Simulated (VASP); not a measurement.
Write the native input for VASP 6.6.1 that does the following.

```
Task                   : relaxation of cell and atoms
Functional             : r2SCAN
Potentials or basis    : VASP PAW PBE potentials, release 64 (Y_sv, Te)
Cutoff                 : 600 eV
k mesh                 : 5 × 5 × 5
Occupations            : fermi-dirac, width 0.05 eV
Spin                   : no spin polarisation
Dipole correction      : no
Further INCAR settings : ALGO = Normal; EDIFF = 1e-07; IBRION = 2; EDIFFG = -0.01; NSW = 60; ISIF = 3
```

The system is YTe.

```xyz
2
Lattice="0.0000 3.0836 3.0836 3.0836 0.0000 3.0836 3.0836 3.0836 0.0000" Properties=species:S:1:pos:R:3 pbc="T T T"
Y     0.0000    0.0000    0.0000
Te    3.0836    3.0836    3.0836
```

The input as run:

POSCAR

```
YTe
1.0
    0.0000000000      3.0836280621      3.0836280621
    3.0836280621      0.0000000000      3.0836280621
    3.0836280621      3.0836280621      0.0000000000
Y Te
1 1
Direct
    0.0000000000      0.0000000000      0.0000000000
    0.5000000000      0.5000000000      0.5000000000
```

INCAR.step1

```
SYSTEM = YTe
ALGO = Normal
EDIFF = 1E-4
ENCUT = 600
GGA = PE
ISMEAR = -1
LASPH = .TRUE.
LCHARG = .FALSE.
LREAL = .FALSE.
LWAVE = .TRUE.
NELM = 80
PREC = Accurate
SIGMA = 0.05
```

INCAR.step2

```
SYSTEM = YTe
ALGO = Normal
EDIFF = 1E-7
EDIFFG = -0.01
ENCUT = 600
IBRION = 2
ISIF = 3
ISMEAR = -1
ISTART = 1
LASPH = .TRUE.
LCHARG = .FALSE.
LMIXTAU = .TRUE.
LREAL = .FALSE.
LWAVE = .FALSE.
METAGGA = R2SCAN
NELM = 80
NSW = 60
PREC = Accurate
SIGMA = 0.05
```

KPOINTS

```
k-points
0
G
  5 5 5
  0 0 0
```

Potentials or basis: VASP PAW PBE potentials, release 64 (Y_sv, Te).

Command:

```console
$ cat potpaw_PBE.64/Y_sv/POTCAR potpaw_PBE.64/Te/POTCAR > POTCAR
$ cp INCAR.step1 INCAR
$ mpirun -np 1 vasp_std > vasp.out
$ cp INCAR.step2 INCAR
$ mpirun -np 1 vasp_std > vasp.out
```

It gave:

The pressure after relaxing is 0.0 GPa.

Caveat: the relaxation stopped at its first step, so nothing moved; the PAW data sets were made with another functional, which shifts forces and pressure a little.

It took 46 s on 1 thread of AMD EPYC 9R45 96-Core Processor (Zen 5), with other jobs on the host, peak memory 0.2 GiB.
